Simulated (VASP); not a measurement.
Here is a VASP 6.6.1 calculation.

File INCAR:

```
SYSTEM = PbS
  PREC = Accurate
  ENCUT = 520
  EDIFF = 1E-7
  ISMEAR = -1
  SIGMA = 0.01
  LREAL = .FALSE.
  LASPH = .TRUE.
  NELM = 60
  ALGO = Normal
  ISIF = 2
  LWAVE = .FALSE.
  LCHARG = .FALSE.
  GGA = PE
  NBANDS = 28
```

Contents of KPOINTS:

```
Automatic mesh
0
G
  7 7 3
  0 0 0
```

The input POSCAR:

```
PbS
1.0
    2.9993100000     -2.9580000000      0.0000000000
    2.9993100000      2.9580000000      0.0000000000
   -1.1016510000      0.0000000000     11.7092900000
Pb S
2 2
Direct
    0.7756000000      0.7756000000      0.6363800000
    0.2244000000      0.2244000000      0.3636200000
    0.2684000000      0.2684000000      0.5986000000
    0.7316000000      0.7316000000      0.4014000000
```

Potentials or basis: VASP PAW PBE potentials, release 64 (Pb_d, S).

Command:

```bash
$ cat potpaw_PBE.64/Pb_d/POTCAR potpaw_PBE.64/S/POTCAR > POTCAR
$ mpirun -np 1 vasp_std > vasp.out
```

**Question.** Estimate the band gap on the k mesh.

**Answer.** 1.45 eV, indirect (the least direct gap lies 0.5 meV higher).

**Question.** Predict the largest force.

**Answer.** 0.603 eV/Å.

Forces in eV/Å, atoms in the order of the input:
```
Pb  -0.001  0.000 -0.603
Pb   0.001  0.000  0.603
S   -0.005  0.000 -0.045
S    0.005  0.000  0.045
```

Caveat: the cell differs from its parent crystal (equal xx and yy strain of +2 %); spin-orbit coupling is left out, which moves the levels of the heavy elements.
